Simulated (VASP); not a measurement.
**Ti: single point with r2SCAN**

The system is Ti.

```
Ti
1.0
     0.00000    2.03000    1.94880
     2.03000    0.00000    1.94880
     2.03000    2.03000    0.00000
Ti
1
Direct
  0.00000 0.00000 0.00000
```

This cell differs from its parent crystal: strain -0.0400 x Voigt [0, 0, 1, 0, 0, 0].

```yaml
Program: VASP 6.6.1
Task: single point
Functional: r2SCAN
Potentials_or_basis: VASP PAW PBE potentials, release 64 (Ti_sv)
Cutoff: 520 eV
k_mesh: 20 × 20 × 20
Occupations: gaussian, width 0.15 eV
Spin: no spin polarisation
Dipole_correction: no
Further_INCAR_settings: ALGO = Normal; EDIFF = 1e-06; NBANDS = 12
```

The pressure is 10.3 GPa and the band gap on the k mesh is zero (bands 6 and 7 overlap by 1.55 eV).

Stress tensor (GPa, compression positive):
```
 9.84  0.00  0.00
 0.00  9.84  0.00
 0.00  0.00 11.12
```

Levels at points of the mesh, in eV from the Fermi level:
| k point | band 4 | band 5 | band 6 | band 7 | band 8 | band 9 |
| --- | --- | --- | --- | --- | --- | --- |
| (0.00, 0.00, 0.00) | -33.60 | -6.63 | 0.95 | 0.95 | 1.29 | 2.84 |
| (0.50, 0.00, 0.00) | -33.69 | -2.89 | 0.68 | 0.76 | 1.17 | 4.11 |
| (0.50, 0.50, 0.00) | -33.95 | -2.96 | -2.11 | 3.81 | 4.25 | 4.48 |
| (0.50, 0.00, 0.50) | -33.86 | -2.95 | -1.95 | 2.93 | 4.24 | 4.34 |

Wall time 4.9 min on 1 thread of Intel(R) Xeon(R) Platinum 8488C (Sapphire Rapids), on a shared host, peak memory 0.24 GiB.

Caveat: the cell differs from its parent crystal (strain -0.0400 x Voigt [0, 0, 1, 0, 0, 0]); the cell stands under pressure; the PAW data sets were made with another functional, which shifts forces and pressure a little.
